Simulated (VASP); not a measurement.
# Sr (Fm-3m) in VASP: notebook

Runs on Sr. Level: LDA. Tasks: single point.

Program: VASP 6.6.1. These are calculated values, not measurements. Logs are shortened: lines on timing, memory, paths and dates and some standing lists are left out, and cuts for length are marked.

### 1 The cell of the first run

Symmetry: Fm-3m, No. 225, cubic system. Conventional cell: a = 5.785 Å, b = 5.785 Å, c = 5.785 Å, α = 90.00°, β = 90.00°, γ = 90.00°. Within 5.4 Å of Sr (site symmetry m-3m) lie 12 Sr at 4.09 Å.

### 2 Single point, LDA

File INCAR:

```
ALGO = Normal
EDIFF = 1E-6
ENCUT = 500
GGA = CA
GGA_COMPAT = False
ISIF = 2
ISMEAR = 0
LASPH = True
LCHARG = False
LREAL = False
LWAVE = False
NBANDS = 11
NELM = 120
PREC = Accurate
SIGMA = 0.01
```

File KPOINTS:

```
k-points
0
Gamma
  8 8 8
```

File POSCAR:

```
Sr
1.0
    0.0000000000      2.8922511961      2.8922511961
    2.8922511961      0.0000000000      2.8922511961
    2.8922511961      2.8922511961      0.0000000000
Sr
1
Direct
    0.0000000000      0.0000000000      0.0000000000
```

Potentials or basis: VASP PAW LDA potentials, release 64 (Sr_sv).

On the command line:

```console
$ cat potpaw_LDA.64/Sr_sv/POTCAR > POTCAR
$ mpirun -np 1 vasp_std > vasp.out
```

OUTCAR:

```text
EDIFF = 1E-6
   ENCUT = 500
   GGA = CA
   ISIF = 2
   ISMEAR = 0
   LASPH = True
   LREAL = False
   NELM = 120
   PREC = Accurate

 ion  position               nearest neighbor table
   1  0.000  0.000  0.000-

  LATTYP: Found a face centered cubic cell.
 ALAT       =     5.7845023922

  Lattice vectors:

 A1 = (   0.0000000000,   2.8922511961,   2.8922511961)
 A2 = (   2.8922511961,   0.0000000000,   2.8922511961)
 A3 = (   2.8922511961,   2.8922511961,   0.0000000000)

Analysis of symmetry for initial positions (statically):
=====================================================================
 Subroutine PRICEL returns:
 Original cell was already a primitive cell.

 Routine SETGRP: Setting up the symmetry group for a
 face centered cubic supercell.

 Subroutine GETGRP returns: Found 48 space group operations
 (whereof 48 operations were pure point group operations)
 out of a pool of 48 trial point group operations.

The static configuration has the point symmetry O_h .

Analysis of symmetry for dynamics (positions and initial velocities):
=====================================================================
 Subroutine PRICEL returns:
 Original cell was already a primitive cell.

 Routine SETGRP: Setting up the symmetry group for a
 face centered cubic supercell.

 Subroutine GETGRP returns: Found 48 space group operations
 (whereof 48 operations were pure point group operations)
 out of a pool of 48 trial point group operations.

The dynamic configuration has the point symmetry O_h .

 Subroutine INISYM returns: Found 48 space group operations
 (whereof 48 operations are pure point group operations),
 and found     1 'primitive' translations

----------------------------------------------------------------------------------------

                                     Primitive cell

  volume of cell :      48.3880

  direct lattice vectors                    reciprocal lattice vectors
     0.000000000  2.892251196  2.892251196    -0.172875717  0.172875717  0.172875717
     2.892251196  0.000000000  2.892251196     0.172875717 -0.172875717  0.172875717
     2.892251196  2.892251196  0.000000000     0.172875717  0.172875717 -0.172875717

  length of vectors
     4.090260867  4.090260867  4.090260867     0.299429526  0.299429526  0.299429526

  position of ions in fractional coordinates (direct lattice)
     0.000000000  0.000000000  0.000000000

  ion indices of the primitive-cell ions
   primitive index   ion index
                 1           1

[... 78 lines left out ...]
   ISYM   =      2    0-nonsym 1-usesym 2-fastsym
   POTIM  = 0.5000    time-step for ionic-motion
   TEBEG  =    0.0;   TEEND  =   0.0 temperature during run
   PSTRESS=    0.0 pullay stress
   NELECT =      10.0000    total number of electrons
   NUPDOWN=      -1.0000    fix difference up-down
   EMIN   =  10.00;   EMAX   =-10.00  energy-range for DOS
   EFERMI =   0.00;   METHOD = LEGACY
   ISMEAR =     0;   SIGMA  =   0.01  broadening in eV -4-tet -1-fermi 0-gaus
   EFERMI_NEDOS =   21; number of points for ismear=-14 and -15
   IALGO  =     38    algorithm
   IMIX   =      4    mixing-type and parameters
     AMIX     =   0.40;   BMIX     =  1.00
     AMIX_MAG =   1.60;   BMIX_MAG =  1.00
  volume/ion in A,a.u.               =      48.39       326.54
  Fermi-wavevector in a.u.,A,eV,Ry     =   0.967896  1.829059 12.746254  0.936823
  Thomas-Fermi vector in A             =   2.097820
   LORBIT       =      0    0 simple, 1 ext, 2 COOP (PROOUT), +10 PAW based schemes
   GGA     = CA    functional components
   LHFCALC =     F    Hartree Fock is set to
   AEXX    =    0.0000 exact exchange contribution
   IVDW    =     0    specifies the selected vdW correction
   LEPSILON=     F    determine dielectric tensor
   LRPA    =     F    only Hartree local field effects (RPA)
 non-spin polarized calculation
 Gauss-broadening in eV      SIGMA  =   0.01
  energy-cutoff  :      500.00
  volume of cell :       48.39
 maximum number of plane-waves:      1249
 NGX is ok and might be reduce to    30
   NGX = 15   NGY = 15   NGZ = 15

 number of electron      10.0000000 magnetization

 Free energy of the ion-electron system (eV)
  ---------------------------------------------------
  ext. energy  EPLUGINS =         0.00000000
  ---------------------------------------------------
  free energy    TOTEN  =        -1.90445751 eV

  energy without entropy =       -1.90445751  energy(sigma->0) =       -1.90445751

 E-fermi :   1.9558     XC(G=0):  -7.9681

 val. band max:        1.8581292864   @ k =  -0.2500   0.5000   0.2500
 cond. band min:       2.0046212031   @ k =  -0.3750   0.2500   0.1250
 fundamental gap:      0.1464919167
 Fermi energy:         1.9558458622

 k-point     1 :       0.0000    0.0000    0.0000
  band No.  band energies     occupation
      1     -34.3460      2.00000
      2     -16.2970      2.00000
      3     -16.2970      2.00000
      4     -16.2970      2.00000
      5      -1.9760      2.00000
      6       4.2495      0.00000
      7       4.2495      0.00000
      8       4.2495      0.00000
      9       5.9234      0.00000
     10       5.9234      0.00000
     11       9.4434      0.00000
[... 309 lines left out ...]
 k-point    24 :      -0.3750    0.2500    0.1250
  band No.  band energies     occupation
      1     -34.3154      2.00000
      2     -16.5686      2.00000
      3     -16.4216      2.00000
      4     -16.3652      2.00000
      5       1.3881      2.00000
      6       2.0046      0.00000
      7       3.2156      0.00000
      8       4.6464      0.00000
      9       6.5834      0.00000
     10       7.4949      0.00000
     11       7.7039      0.00000

 [... further k-points ...]

------------------------ aborting loop because EDIFF is reached ----------------------------------------

  FORCE on cell =-STRESS in cart. coord.  units (eV):
  Direction    XX          YY          ZZ          XY          YZ          ZX
  --------------------------------------------------------------------------------------
  -------------------------------------------------------------------------------------
  Total       -0.0036429     -0.0036429     -0.0036429      0.0000000      0.0000000     -0.0000000
  in kB       -0.1206215     -0.1206215     -0.1206215      0.0000000      0.0000000     -0.0000000
  external PRESSURE =      -0.1206215 kB  Pullay stress =       0.0000000 kB

 VOLUME and BASIS-vectors are now :
 -----------------------------------------------------------------------------
  energy-cutoff  :      500.00
  volume of cell :       48.39
      direct lattice vectors                 reciprocal lattice vectors
     0.000000000  2.892251196  2.892251196    -0.172875717  0.172875717  0.172875717
     2.892251196  0.000000000  2.892251196     0.172875717 -0.172875717  0.172875717
     2.892251196  2.892251196  0.000000000     0.172875717  0.172875717 -0.172875717

 POSITION                                       TOTAL-FORCE (eV/Angst)
 -----------------------------------------------------------------------------------
      0.00000      0.00000      0.00000         0.000000      0.000000     -0.000000
 -----------------------------------------------------------------------------------
    total drift:                               -0.000000     -0.000000      0.000000

  FREE ENERGIE OF THE ION-ELECTRON SYSTEM (eV)
  ---------------------------------------------------
  free  energy   TOTEN  =        -1.9044575051 eV

  energy  without entropy=       -1.9044575051  energy(sigma->0) =       -1.90445751
```

It took 12 s on 1 thread of Intel Xeon Platinum 8375C at 2.90GHz (Ice Lake), shared host; peak memory 0.15 GiB.

Results:

- Free energy: -1.9045 eV
- Pressure: 0.0 GPa

### 3 Single point, LDA

File INCAR:

```
PREC = Accurate
ENCUT = 500
EDIFF = 1E-6
ISMEAR = 0
SIGMA = 0.01
LREAL = False
LASPH = True
NELM = 120
ALGO = Normal
ISIF = 2
LWAVE = False
LCHARG = False
NBANDS = 11
GGA_COMPAT = False
```

File KPOINTS:

```
regular mesh
0
Gamma
  8 8 8
```

POSCAR is that of step 2.

Potentials or basis: VASP PAW LDA potentials, release 64 (Sr_sv).

On the command line:

```console
$ cat potpaw_LDA.64/Sr_sv/POTCAR > POTCAR
$ mpirun -np 1 vasp_std > vasp.out
```

OUTCAR:

```text
PREC = Accurate
   ENCUT = 500
   EDIFF = 1E-6
   ISMEAR = 0
   LREAL = False
   LASPH = True
   NELM = 120
   ISIF = 2

 ion  position               nearest neighbor table
   1  0.000  0.000  0.000-

  LATTYP: Found a face centered cubic cell.
 ALAT       =     5.7845023922

  Lattice vectors:

 A1 = (   0.0000000000,   2.8922511961,   2.8922511961)
 A2 = (   2.8922511961,   0.0000000000,   2.8922511961)
 A3 = (   2.8922511961,   2.8922511961,   0.0000000000)

Analysis of symmetry for initial positions (statically):
=====================================================================
 Subroutine PRICEL returns:
 Original cell was already a primitive cell.

 Routine SETGRP: Setting up the symmetry group for a
 face centered cubic supercell.

 Subroutine GETGRP returns: Found 48 space group operations
 (whereof 48 operations were pure point group operations)
 out of a pool of 48 trial point group operations.

The static configuration has the point symmetry O_h .

Analysis of symmetry for dynamics (positions and initial velocities):
=====================================================================
 Subroutine PRICEL returns:
 Original cell was already a primitive cell.

 Routine SETGRP: Setting up the symmetry group for a
 face centered cubic supercell.

 Subroutine GETGRP returns: Found 48 space group operations
 (whereof 48 operations were pure point group operations)
 out of a pool of 48 trial point group operations.

The dynamic configuration has the point symmetry O_h .

 Subroutine INISYM returns: Found 48 space group operations
 (whereof 48 operations are pure point group operations),
 and found     1 'primitive' translations

----------------------------------------------------------------------------------------

                                     Primitive cell

  volume of cell :      48.3880

  direct lattice vectors                    reciprocal lattice vectors
     0.000000000  2.892251196  2.892251196    -0.172875717  0.172875717  0.172875717
     2.892251196  0.000000000  2.892251196     0.172875717 -0.172875717  0.172875717
     2.892251196  2.892251196  0.000000000     0.172875717  0.172875717 -0.172875717

  length of vectors
     4.090260867  4.090260867  4.090260867     0.299429526  0.299429526  0.299429526

  position of ions in fractional coordinates (direct lattice)
     0.000000000  0.000000000  0.000000000

  ion indices of the primitive-cell ions
   primitive index   ion index
                 1           1

----------------------------------------------------------------------------------------

 KPOINTS: regular mesh

Automatic generation of k-mesh.
 Grid dimensions read from file:
 generate k-points for:    8    8    8

 Generating k-lattice:

  Cartesian coordinates                     Fractional coordinates (reciprocal lattice)
    -0.021609465  0.021609465  0.021609465     0.125000000  0.000000000  0.000000000
     0.021609465 -0.021609465  0.021609465     0.000000000  0.125000000  0.000000000
     0.021609465  0.021609465 -0.021609465     0.000000000  0.000000000  0.125000000

  Length of vectors
     0.037428691  0.037428691  0.037428691

  Shift w.r.t. Gamma in fractional coordinates (k-lattice)
     0.000000000  0.000000000  0.000000000

 Subroutine IBZKPT returns following result:
 ===========================================

 Found     29 irreducible k-points:

 Following reciprocal coordinates:
            Coordinates               Weight
  0.000000  0.000000  0.000000      1.000000
  0.125000  0.000000  0.000000      8.000000
  0.250000  0.000000  0.000000      8.000000
  0.375000  0.000000  0.000000      8.000000
  0.500000  0.000000  0.000000      4.000000
  0.125000  0.125000  0.000000      6.000000
[... 16 lines left out ...]
  0.500000  0.250000  0.125000     48.000000
 -0.375000  0.250000  0.125000     24.000000
 [... further k-points ...]
   k-points           NKPTS =     29   k-points in BZ     NKDIM =     29   number of bands    NBANDS=     11
   number of dos      NEDOS =    301   number of ions     NIONS =      1
   total plane-waves  NPLWV =  27000
   dimension x,y,z NGX =    30 NGY =   30 NGZ =   30
   dimension x,y,z NGXF=    60 NGYF=   60 NGZF=   60
   ions per type =               1
   NGX,Y,Z   is equivalent  to a cutoff of  12.19, 12.19, 12.19 a.u.
   NGXF,Y,Z  is equivalent  to a cutoff of  24.39, 24.39, 24.39 a.u.
 SYSTEM =  unknown system
   PREC   = accura    normal or accurate (medium, high low for compatibility)
   ISTART =      0    job   : 0-new  1-cont  2-samecut
   ICHARG =      2    charge: 1-file 2-atom 10-const
   ISPIN  =      1    spin polarized calculation?
   LNONCOLLINEAR =      F non collinear calculations
   LSORBIT =      F    spin-orbit coupling
   LASPH  =      T    aspherical Exc in radial PAW
   ENCUT  =  500.0 eV  36.75 Ry    6.06 a.u.   7.46  7.46  7.46*2*pi/ulx,y,z
   NELM   =    120;   NELMIN=  2; NELMDL= -5     # of ELM steps
   EDIFF  = 0.1E-05   stopping-criterion for ELM
   LREAL  =      F    real-space projection
   EDIFFG = 0.1E-04   stopping-criterion for IOM
   NSW    =      0    number of steps for IOM
   IBRION =     -1    ionic relax: 0-MD 1-quasi-New 2-CG
   NFREE  =      0    steps in history (QN), initial steepest desc. (CG)
   ISIF   =      2    stress and relaxation
   ISYM   =      2    0-nonsym 1-usesym 2-fastsym
   POTIM  = 0.5000    time-step for ionic-motion
   TEBEG  =    0.0;   TEEND  =   0.0 temperature during run
   PSTRESS=    0.0 pullay stress
   NELECT =      10.0000    total number of electrons
   NUPDOWN=      -1.0000    fix difference up-down
   EMIN   =  10.00;   EMAX   =-10.00  energy-range for DOS
   EFERMI =   0.00;   METHOD = LEGACY
   ISMEAR =     0;   SIGMA  =   0.01  broadening in eV -4-tet -1-fermi 0-gaus
   EFERMI_NEDOS =   21; number of points for ismear=-14 and -15
   IALGO  =     38    algorithm
   IMIX   =      4    mixing-type and parameters
     AMIX     =   0.40;   BMIX     =  1.00
     AMIX_MAG =   1.60;   BMIX_MAG =  1.00
  volume/ion in A,a.u.               =      48.39       326.54
  Fermi-wavevector in a.u.,A,eV,Ry     =   0.967896  1.829059 12.746254  0.936823
  Thomas-Fermi vector in A             =   2.097820
   LORBIT       =      0    0 simple, 1 ext, 2 COOP (PROOUT), +10 PAW based schemes
   GGA     = CA    functional components
   LHFCALC =     F    Hartree Fock is set to
   AEXX    =    0.0000 exact exchange contribution
   IVDW    =     0    specifies the selected vdW correction
   LEPSILON=     F    determine dielectric tensor
   LRPA    =     F    only Hartree local field effects (RPA)
 non-spin polarized calculation
 Gauss-broadening in eV      SIGMA  =   0.01
  energy-cutoff  :      500.00
  volume of cell :       48.39
 maximum number of plane-waves:      1249
 NGX is ok and might be reduce to    30
   NGX = 15   NGY = 15   NGZ = 15

 number of electron      10.0000000 magnetization

 Free energy of the ion-electron system (eV)
  ---------------------------------------------------
  ext. energy  EPLUGINS =         0.00000000
  ---------------------------------------------------
  free energy    TOTEN  =        -1.90445751 eV

  energy without entropy =       -1.90445751  energy(sigma->0) =       -1.90445751

 E-fermi :   1.9558     XC(G=0):  -7.9681

 val. band max:        1.8581292864   @ k =  -0.2500   0.5000   0.2500
 cond. band min:       2.0046212031   @ k =  -0.3750   0.2500   0.1250
 fundamental gap:      0.1464919167
 Fermi energy:         1.9558458622

 k-point     1 :       0.0000    0.0000    0.0000
  band No.  band energies     occupation
      1     -34.3460      2.00000
      2     -16.2970      2.00000
      3     -16.2970      2.00000
      4     -16.2970      2.00000
      5      -1.9760      2.00000
      6       4.2495      0.00000
      7       4.2495      0.00000
      8       4.2495      0.00000
      9       5.9234      0.00000
     10       5.9234      0.00000
     11       9.4434      0.00000
[... 309 lines left out ...]
 k-point    24 :      -0.3750    0.2500    0.1250
  band No.  band energies     occupation
      1     -34.3154      2.00000
      2     -16.5686      2.00000
      3     -16.4216      2.00000
      4     -16.3652      2.00000
      5       1.3881      2.00000
      6       2.0046      0.00000
      7       3.2156      0.00000
      8       4.6464      0.00000
      9       6.5834      0.00000
     10       7.4949      0.00000
     11       7.7039      0.00000

 [... further k-points ...]

------------------------ aborting loop because EDIFF is reached ----------------------------------------

  FORCE on cell =-STRESS in cart. coord.  units (eV):
  Direction    XX          YY          ZZ          XY          YZ          ZX
  --------------------------------------------------------------------------------------
  -------------------------------------------------------------------------------------
  Total       -0.0036429     -0.0036429     -0.0036429      0.0000000      0.0000000     -0.0000000
  in kB       -0.1206215     -0.1206215     -0.1206215      0.0000000      0.0000000     -0.0000000
  external PRESSURE =      -0.1206215 kB  Pullay stress =       0.0000000 kB

 VOLUME and BASIS-vectors are now :
 -----------------------------------------------------------------------------
  energy-cutoff  :      500.00
  volume of cell :       48.39
      direct lattice vectors                 reciprocal lattice vectors
     0.000000000  2.892251196  2.892251196    -0.172875717  0.172875717  0.172875717
     2.892251196  0.000000000  2.892251196     0.172875717 -0.172875717  0.172875717
     2.892251196  2.892251196  0.000000000     0.172875717  0.172875717 -0.172875717

 POSITION                                       TOTAL-FORCE (eV/Angst)
 -----------------------------------------------------------------------------------
      0.00000      0.00000      0.00000         0.000000      0.000000     -0.000000
 -----------------------------------------------------------------------------------
    total drift:                               -0.000000     -0.000000      0.000000

  FREE ENERGIE OF THE ION-ELECTRON SYSTEM (eV)
  ---------------------------------------------------
  free  energy   TOTEN  =        -1.9044575051 eV

  energy  without entropy=       -1.9044575051  energy(sigma->0) =       -1.90445751
```

Run time: 12 s. Hardware: 1 thread of Intel Xeon Platinum 8375C at 2.90GHz (Ice Lake), shared host; peak memory 0.15 GiB.

Results:

```yaml
Free_energy: -1.9045 eV
Pressure: 0.0 GPa
```
